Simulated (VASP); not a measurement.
Write the native input for VASP 6.6.1 that does the following.

```yaml
Task: single point
Functional: PBE
Potentials_or_basis: VASP PAW PBE potentials, release 64 (Sb)
Cutoff: 520 eV
k_mesh: 11 × 11 × 1
Occupations: fermi-dirac, width 0.1 eV
Spin: no spin polarisation
Dipole_correction: yes
Further_INCAR_settings: ALGO = Normal; EDIFF = 1e-07; NBANDS = 20
```

The structure of Sb lies in POSCAR:

```
Sb
1.0
    3.3888387686      0.0000000000      0.0000000000
   -1.6944193843      2.9348204630      0.0000000000
    0.0000000000      0.0000000000     27.0679000000
Sb
5
Direct
    0.8333333333      0.1666666667      0.2999597592
    0.1666666667      0.8333333333      0.3949955206
    0.5000000000      0.5000000000      0.4999999910
    0.8333333333      0.1666666667      0.6050044858
    0.1666666667      0.8333333333      0.7000402434
```

The input as run:

INCAR

```
  PREC = Accurate
  ENCUT = 520
  EDIFF = 1E-7
  ISMEAR = -1
  SIGMA = 0.1
  LREAL = F
  LASPH = T
  NELM = 100
  ALGO = Normal
  ISIF = 2
  LWAVE = F
  LCHARG = F
  LDIPOL = T
  IDIPOL = 3
  DIPOL = 0.5 0.5 0.500
  GGA = PE
  NBANDS = 20
```

KPOINTS

```
Automatic mesh
0
Gamma
  11 11 1
```

Potentials or basis: VASP PAW PBE potentials, release 64 (Sb).

The run is started by

```bash
$ cat potpaw_PBE.64/Sb/POTCAR > POTCAR
$ mpirun -np 1 vasp_std > vasp.out
```

It gave:

The largest force is 0.014 eV/Å.

Wall time 4.9 min on 1 thread of Intel Xeon 8259CL, on a shared host, peak memory 0.43 GiB.
